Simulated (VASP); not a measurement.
Set up this calculation in VASP 6.6.1, as the native input.

```yaml
Task: single point
Functional: PBE
Potentials_or_basis: VASP PAW PBE potentials, release 64 (Ti_sv)
Cutoff: 520 eV
k_mesh: 7 × 7 × 9
Occupations: gaussian, width 0.022 eV
Spin: no spin polarisation
Dipole_correction: no
Further_INCAR_settings: ALGO = Normal; EDIFF = 1e-07; NBANDS = 25
```

The structure of Ti lies in POSCAR:

```
Ti
1.0
    4.5673748306      0.0000000000      0.0000000000
   -2.2836874153      3.9554626319      0.0000000000
    0.0000000000      0.0000000000      2.8262442700
Ti
3
Direct
    0.6666666667      0.3333333333      0.5000000000
    0.3333333333      0.6666666667      0.5000000000
    0.0000000000      0.0000000000      0.0000000000
```

One way to write it, as run:

INCAR

```
SYSTEM = Ti
ALGO = Normal
EDIFF = 1E-7
ENCUT = 520
GGA = PE
ISIF = 2
ISMEAR = 0
LASPH = .True.
LCHARG = .True.
LELF = .True.
LREAL = .False.
LVHAR = .True.
LWAVE = .False.
NBANDS = 25
NELM = 100
PREC = Accurate
SIGMA = 0.022
```

KPOINTS

```
k-points
0
Gamma
  7 7 9
  0 0 0
```

Potentials or basis: VASP PAW PBE potentials, release 64 (Ti_sv).

Run with:

```bash
$ cat potpaw_PBE.64/Ti_sv/POTCAR > POTCAR
$ mpirun -np 1 vasp_std > vasp.out
```

Results of the run:

The pressure is 0.6 GPa and the band gap on the k mesh is zero (band 18 reaches 8.63 eV, above the bottom of band 19 at 8.36 eV).

Wall time 51 s on 1 thread of Intel(R) Xeon(R) Platinum 8488C (Sapphire Rapids) (shared host), peak memory 0.19 GiB.
